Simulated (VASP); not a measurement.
# WO (P-6m2) in VASP: further runs

Runs on WO. Level: r2SCAN. Tasks: single point, relaxation of the atoms.

Program: VASP 6.6.1. These are calculated values, not measurements. Logs are shortened: lines on timing, memory, paths and dates and some standing lists are left out, and cuts for length are marked.

**1. The cell of the first run**

The structure is hexagonal, space group P-6m2 (No. 187). Conventional cell: a = 2.893 Å, b = 2.893 Å, c = 2.824 Å, α = 90.00°, β = 90.00°, γ = 120.00°. Within 2.9 Å of W (site symmetry -6m2) lie 6 O at 2.19 Å and 8 W at 2.82 to 2.89 Å. Within 2.9 Å of O (site symmetry -6m2) lie 6 W at 2.19 Å and 8 O at 2.82 to 2.89 Å.

**2. Single point, r2SCAN**

The input, POSCAR:

```
WO
1.0
    1.4465660659      2.5055259226      0.0000000000
   -1.4465660659      2.5055259226      0.0000000000
    0.0000000000      0.0000000000      2.8241045800
W O
1 1
Direct
    0.0000000000      0.0000000000      0.0000000000
    0.6666666667      0.6666666667      0.5000000000
```

The input, INCAR.step1:

```
SYSTEM = WO
PREC     = Accurate       ! precision mode
ENCUT    = 520            ! plane-wave cutoff, eV
ISMEAR   = -1             ! smearing method
SIGMA    = 0.1            ! smearing width, eV
LREAL    = .False.        ! projectors in reciprocal space
LASPH    = .True.         ! aspherical terms in the spheres
NELM     = 100            ! most SCF steps
NBANDS   = 17             ! bands
GGA      = PE             ! functional
ALGO     = Normal         ! electronic algorithm
EDIFF    = 1E-4           ! SCF threshold, eV
LWAVE    = .True.         ! write WAVECAR
LCHARG   = .False.        ! write CHGCAR
```

The input, INCAR.step2:

```
SYSTEM = WO
PREC     = Accurate       ! precision mode
ENCUT    = 520            ! plane-wave cutoff, eV
EDIFF    = 1E-6           ! SCF threshold, eV
ISMEAR   = -1             ! smearing method
SIGMA    = 0.1            ! smearing width, eV
LREAL    = .False.        ! projectors in reciprocal space
LASPH    = .True.         ! aspherical terms in the spheres
NELM     = 100            ! most SCF steps
ALGO     = Normal         ! electronic algorithm
ISIF     = 2              ! what is computed and relaxed
LWAVE    = .False.        ! write WAVECAR
LCHARG   = .False.        ! write CHGCAR
METAGGA  = R2SCAN         ! meta-GGA
LMIXTAU  = .True.       
NBANDS   = 17             ! bands
ISTART   = 1
```

The input, KPOINTS:

```
Automatic mesh
0
Gamma
  12 12 11
  0 0 0
```

Potentials or basis: VASP PAW PBE potentials, release 64 (W_sv, O).

On the command line:

```
cat potpaw_PBE.64/W_sv/POTCAR potpaw_PBE.64/O/POTCAR > POTCAR
cp INCAR.step1 INCAR
mpirun -np 1 vasp_std > vasp.out
cp INCAR.step2 INCAR
mpirun -np 1 vasp_std > vasp.out
```

OUTCAR:

```text
SYSTEM = WO
   PREC = Accurate
   ENCUT = 520
   EDIFF = 1E-6
   ISMEAR = -1
   LREAL = .False.
   LASPH = .True.
   NELM = 100
   ISIF = 2
   METAGGA = R2SCAN
   ISTART = 1

 ion  position               nearest neighbor table
   1  0.000  0.000  0.000-   2 2.19   2 2.19   2 2.19   2 2.19   2 2.19   2 2.19
   2  0.667  0.667  0.500-   1 2.19   1 2.19   1 2.19   1 2.19   1 2.19   1 2.19

  LATTYP: Found a hexagonal cell.
 ALAT       =     2.8931321318
 C/A-ratio  =     0.9761408921

  Lattice vectors:

 A1 = (   1.4465660659,  -2.5055259226,   0.0000000000)
 A2 = (   1.4465660659,   2.5055259226,   0.0000000000)
 A3 = (   0.0000000000,   0.0000000000,   2.8241045800)

Analysis of symmetry for initial positions (statically):
=====================================================================
 Subroutine PRICEL returns:
 Original cell was already a primitive cell.

 Routine SETGRP: Setting up the symmetry group for a
 hexagonal supercell.

 Subroutine GETGRP returns: Found 12 space group operations
 (whereof 12 operations were pure point group operations)
 out of a pool of 24 trial point group operations.

The static configuration has the point symmetry D_3h.

Analysis of symmetry for dynamics (positions and initial velocities):
=====================================================================
 Subroutine PRICEL returns:
 Original cell was already a primitive cell.

 Routine SETGRP: Setting up the symmetry group for a
 hexagonal supercell.

 Subroutine GETGRP returns: Found 12 space group operations
 (whereof 12 operations were pure point group operations)
 out of a pool of 24 trial point group operations.

The dynamic configuration has the point symmetry D_3h.

 Subroutine INISYM returns: Found 12 space group operations
 (whereof 12 operations are pure point group operations),
 and found     1 'primitive' translations

----------------------------------------------------------------------------------------

                                     Primitive cell

  volume of cell :      20.4714

  direct lattice vectors                    reciprocal lattice vectors
     1.446566066  2.505525923  0.000000000     0.345646156  0.199558901  0.000000000
    -1.446566066  2.505525923  0.000000000    -0.345646156  0.199558901  0.000000000
     0.000000000  0.000000000  2.824104580     0.000000000  0.000000000  0.354094536

  length of vectors
     2.893132132  2.893132132  2.824104580     0.399117802  0.399117802  0.354094536

  position of ions in fractional coordinates (direct lattice)
     0.000000000  0.000000000  0.000000000
     0.666666667  0.666666667  0.500000000

  ion indices of the primitive-cell ions
   primitive index   ion index
                 1           1
                 2           2

----------------------------------------------------------------------------------------

 KPOINTS: Automatic mesh

Automatic generation of k-mesh.
 Grid dimensions read from file:
 generate k-points for:   12   12   11

 Generating k-lattice:

  Cartesian coordinates                     Fractional coordinates (reciprocal lattice)
     0.028803846  0.016629908  0.000000000     0.083333333 -0.000000000  0.000000000
    -0.028803846  0.016629908  0.000000000    -0.000000000  0.083333333  0.000000000
     0.000000000  0.000000000  0.032190412     0.000000000  0.000000000  0.090909091

  Length of vectors
     0.033259817  0.033259817  0.032190412

  Shift w.r.t. Gamma in fractional coordinates (k-lattice)
     0.000000000  0.000000000  0.000000000

 Subroutine IBZKPT returns following result:
 ===========================================

 Found    114 irreducible k-points:

 Following reciprocal coordinates:
            Coordinates               Weight
  0.000000  0.000000  0.000000      1.000000
  0.083333 -0.000000  0.000000      6.000000
  0.166667 -0.000000  0.000000      6.000000
  0.250000  0.000000  0.000000      6.000000
  0.333333  0.000000  0.000000      6.000000
  0.416667 -0.000000  0.000000      6.000000
[... 16 lines left out ...]
  0.250000  0.000000  0.090909     12.000000
  0.333333  0.000000  0.090909     12.000000
 [... further k-points ...]
   k-points           NKPTS =    114   k-points in BZ     NKDIM =    114   number of bands    NBANDS=     17
   number of dos      NEDOS =    301   number of ions     NIONS =      2
   total plane-waves  NPLWV =  13824
   dimension x,y,z NGX =    24 NGY =   24 NGZ =   24
   dimension x,y,z NGXF=    48 NGYF=   48 NGZF=   48
   ions per type =               1   1
   NGX,Y,Z   is equivalent  to a cutoff of  13.79, 13.79, 14.13 a.u.
   NGXF,Y,Z  is equivalent  to a cutoff of  27.58, 27.58, 28.26 a.u.
 SYSTEM =  WO
   PREC   = accura    normal or accurate (medium, high low for compatibility)
   ISTART =      1    job   : 0-new  1-cont  2-samecut
   ICHARG =      0    charge: 1-file 2-atom 10-const
   ISPIN  =      1    spin polarized calculation?
   LNONCOLLINEAR =      F non collinear calculations
   LSORBIT =      F    spin-orbit coupling
   LASPH  =      T    aspherical Exc in radial PAW
   ENCUT  =  520.0 eV  38.22 Ry    6.18 a.u.   5.38  5.38  5.25*2*pi/ulx,y,z
   NELM   =    100;   NELMIN=  2; NELMDL=  0     # of ELM steps
   EDIFF  = 0.1E-05   stopping-criterion for ELM
   LREAL  =      F    real-space projection
   EDIFFG = 0.1E-04   stopping-criterion for IOM
   NSW    =      0    number of steps for IOM
   IBRION =     -1    ionic relax: 0-MD 1-quasi-New 2-CG
   NFREE  =      0    steps in history (QN), initial steepest desc. (CG)
   ISIF   =      2    stress and relaxation
   ISYM   =      2    0-nonsym 1-usesym 2-fastsym
   POTIM  = 0.5000    time-step for ionic-motion
   TEBEG  =    0.0;   TEEND  =   0.0 temperature during run
   PSTRESS=    0.0 pullay stress
   NELECT =      20.0000    total number of electrons
   NUPDOWN=      -1.0000    fix difference up-down
   EMIN   =  10.00;   EMAX   =-10.00  energy-range for DOS
   EFERMI =   0.00;   METHOD = LEGACY
   ISMEAR =    -1;   SIGMA  =   0.10  broadening in eV -4-tet -1-fermi 0-gaus
   EFERMI_NEDOS =   21; number of points for ismear=-14 and -15
   IALGO  =     38    algorithm
   IMIX   =      4    mixing-type and parameters
     AMIX     =   0.40;   BMIX     =  1.00
     AMIX_MAG =   1.60;   BMIX_MAG =  1.00
  volume/ion in A,a.u.               =      10.24        69.07
  Fermi-wavevector in a.u.,A,eV,Ry     =   1.624434  3.069736 35.902879  2.638787
  Thomas-Fermi vector in A             =   2.717722
   LORBIT       =      0    0 simple, 1 ext, 2 COOP (PROOUT), +10 PAW based schemes
   METAGGA = R2SCAN    functional components
   LHFCALC =     F    Hartree Fock is set to
   AEXX    =    0.0000 exact exchange contribution
   IVDW    =     0    specifies the selected vdW correction
   LEPSILON=     F    determine dielectric tensor
   LRPA    =     F    only Hartree local field effects (RPA)
 non-spin polarized calculation
  energy-cutoff  :      520.00
  volume of cell :       20.47
 maximum number of plane-waves:       574
 NGX is ok and might be reduce to    24
   NGX = 11   NGY = 11   NGZ = 11

 number of electron      20.0000000 magnetization

 Free energy of the ion-electron system (eV)
  ---------------------------------------------------
  ext. energy  EPLUGINS =         0.00000000
  ---------------------------------------------------
  free energy    TOTEN  =       -57.05731787 eV

  energy without entropy =      -56.99997214  energy(sigma->0) =      -57.02864501

 E-fermi :  13.2059     XC(G=0): -14.8327

 val. band max:       13.1937256001   @ k =   0.3333   0.0000   0.3636
 cond. band min:      13.2143389853   @ k =   0.2500   0.0833   0.4545
 fundamental gap:      0.0206133852
 Fermi energy:        13.2058825631

 k-point     1 :       0.0000    0.0000    0.0000
  band No.  band energies     occupation
      1     -64.4496      2.00000
      2     -28.0145      2.00000
      3     -27.6073      2.00000
      4     -27.6073      2.00000
      5     -12.0751      2.00000
      6       4.6566      2.00000
[... 9 lines left out ...]
     16      29.0577      0.00000
     17      29.0577      0.00000

 k-point     2 :       0.0833   -0.0000    0.0000
  band No.  band energies     occupation
      1     -64.4450      2.00000
      2     -28.0064      2.00000
      3     -27.6757      2.00000
      4     -27.6218      2.00000
      5     -11.9796      2.00000
      6       4.2821      2.00000
[... 9 lines left out ...]
     16      29.2833      0.00000
     17      29.3194      0.00000

 k-point     3 :       0.1667   -0.0000    0.0000
  band No.  band energies     occupation
      1     -64.4323      2.00000
      2     -27.9841      2.00000
      3     -27.8587      2.00000
      4     -27.6611      2.00000
      5     -11.7200      2.00000
      6       3.4649      2.00000
[... 9 lines left out ...]
     16      29.9015      0.00000
     17      29.9358      0.00000

 k-point     4 :       0.2500    0.0000    0.0000
  band No.  band energies     occupation
      1     -64.4149      2.00000
      2     -28.1005      2.00000
      3     -27.9536      2.00000
      4     -27.7142      2.00000
      5     -11.3683      2.00000
      6       2.6174      2.00000
[... 9 lines left out ...]
     16      30.0033      0.00000
     17      30.2222      0.00000
[... 343 lines left out ...]
      1     -64.4284      2.00000
      2     -28.0586      2.00000
      3     -27.8488      2.00000
      4     -27.6549      2.00000
      5     -11.6273      2.00000
      6       3.5203      2.00000
[... 9 lines left out ...]
     16      29.6206      0.00000
     17      30.0412      0.00000

 k-point    23 :       0.2500    0.0000    0.0909
  band No.  band energies     occupation
      1     -64.4111      2.00000
      2     -28.0961      2.00000
      3     -28.0174      2.00000
      4     -27.7078      2.00000
      5     -11.3083      2.00000
      6       2.6866      2.00000
[... 9 lines left out ...]
     16      29.5159      0.00000
     17      30.7422      0.00000

 k-point    24 :       0.3333    0.0000    0.0909
  band No.  band energies     occupation
      1     -64.3937      2.00000
      2     -28.3226      2.00000
      3     -27.9885      2.00000
      4     -27.7601      2.00000
      5     -10.9939      2.00000
      6       2.0116      2.00000
[... 9 lines left out ...]
     16      28.3062      0.00000
     17      31.0239      0.00000

 [... further k-points ...]
[... 5 lines left out ...]
  --------------------------------------------------------------------------------------
  -------------------------------------------------------------------------------------
  Total        2.2374867      2.2374867      6.5443468     -0.0000000     -0.0000000      0.0000000
  in kB      175.1148985    175.1148985    512.1874664     -0.0000000     -0.0000000      0.0000000
  external PRESSURE =     287.4724211 kB  Pullay stress =       0.0000000 kB

 VOLUME and BASIS-vectors are now :
 -----------------------------------------------------------------------------
  energy-cutoff  :      520.00
  volume of cell :       20.47
      direct lattice vectors                 reciprocal lattice vectors
     1.446566066  2.505525923  0.000000000     0.345646156  0.199558901  0.000000000
    -1.446566066  2.505525923  0.000000000    -0.345646156  0.199558901  0.000000000
     0.000000000  0.000000000  2.824104580     0.000000000  0.000000000  0.354094536

 POSITION                                       TOTAL-FORCE (eV/Angst)
 -----------------------------------------------------------------------------------
      0.00000      0.00000      0.00000         0.000000     -0.000000      0.000000
      0.00000      3.34070      1.41205        -0.000000      0.000000      0.000000
 -----------------------------------------------------------------------------------
    total drift:                                0.000000      0.000000      0.000000

  FREE ENERGIE OF THE ION-ELECTRON SYSTEM (eV)
  ---------------------------------------------------
  free  energy   TOTEN  =       -57.0573178734 eV

  energy  without entropy=      -56.9999721391  energy(sigma->0) =      -57.02864501
```

It took 74 s on 1 thread of Intel Xeon Platinum 8259CL at 2.50GHz (Skylake/Cascade Lake), shared host; peak memory 0.18 GiB.

Results:

```yaml
Free_energy: -57.0573 eV
Pressure: 28.7 GPa
Band_gap_on_the_k_mesh: zero (band 10 reaches 14.22 eV, above the bottom of band 11 at 11.25 eV)
```

Caveat: the PAW data sets were made with another functional, which shifts forces and pressure a little; spin-orbit coupling is left out, which moves the levels of the heavy elements.

(Part 1 of 2 ends here.)
